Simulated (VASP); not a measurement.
A run of VASP 6.6.1 is set up as follows.

Contents of INCAR:

```
SYSTEM = Zr3Ag
  PREC = Accurate
  ENCUT = 520
  EDIFF = 1E-8
  ISMEAR = -1
  SIGMA = 0.05
  LREAL = .False.
  LASPH = .True.
  NELM = 60
  ALGO = Normal
  ISIF = 2
  LWAVE = .False.
  LCHARG = .False.
  GGA = CA
  LEFG = .True.
  NBANDS = 32
```

KPOINTS

```
regular mesh
0
Gamma
  7 7 8
  0 0 0
```

The input POSCAR:

```
Zr3Ag
1.0
    4.4727901724      0.0000000000      0.0000000000
    0.0000000000      4.4727901724      0.0000000000
    0.0000000000      0.0000000000      3.9046302293
Zr Ag
3 1
Direct
    0.5000000000      0.5000000000      0.0000000000
    0.0000000000      0.5000000000      0.5000000000
    0.5000000000      0.0000000000      0.5000000000
    0.0000000000      0.0000000000      0.0000000000
```

Potentials or basis: VASP PAW LDA potentials, release 64 (Zr_sv, Ag).

Command:

```console
$ cat potpaw_LDA.64/Zr_sv/POTCAR potpaw_LDA.64/Ag/POTCAR > POTCAR
$ mpirun -np 1 vasp_std > vasp.out
```

Question: Predict the band gap on the k mesh.

Answer: Zero (an odd number of electrons rules out a gap without spin polarisation).

Question: Predict the pressure.

Answer: 1.8 GPa.

Stress tensor (GPa, compression positive):
```
1.03 0.00 0.00
0.00 1.03 0.00
0.00 0.00 3.46
```

Caveat: without QUAD_EFG the Cq values of the log hold for a quadrupole moment of 1 mb, not for the nuclei.
